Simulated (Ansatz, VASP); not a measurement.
One calculation of PbO2, two programs

```
Pb O
1.0
     5.08147    0.00000    0.00000
     0.00000    5.08147    0.00000
     0.00000    0.00000    3.44318
Pb O
2 4
Direct
  0.00000 0.00000 0.00000
  0.50000 0.50000 0.50000
  0.30792 0.30792 0.00000
  0.19208 0.80792 0.50000
  0.69208 0.69208 0.00000
  0.80792 0.19208 0.50000
```

Alike in both runs: functional PBE; k mesh 8 × 8 × 10; occupations gaussian, width 0.1 eV; no spin polarisation.

Ansatz relaxed the structure, and its values are those at the end. VASP's run is a single point on that final structure, the one shown.

```csv
,VASP,Ansatz
version,VASP 6.6.1,Ansatz 0.2.0
potentials or method,"VASP PAW PBE potentials, release 64 (Pb_d, O), cutoff 520 eV","scalar-relativistic, plane waves, PAW"
valence electrons in the cell,52,52
```

|  | VASP | Ansatz | Ansatz less VASP |
| --- | --- | --- | --- |
| gap on the k mesh at the Fermi level (eV) | none | none | - |
| pressure (GPa) | 0.2 | 0.0 | -0.23 |

A gap of «none» marks a metal or a gap that the smearing closes.

Spin-orbit coupling is off throughout.
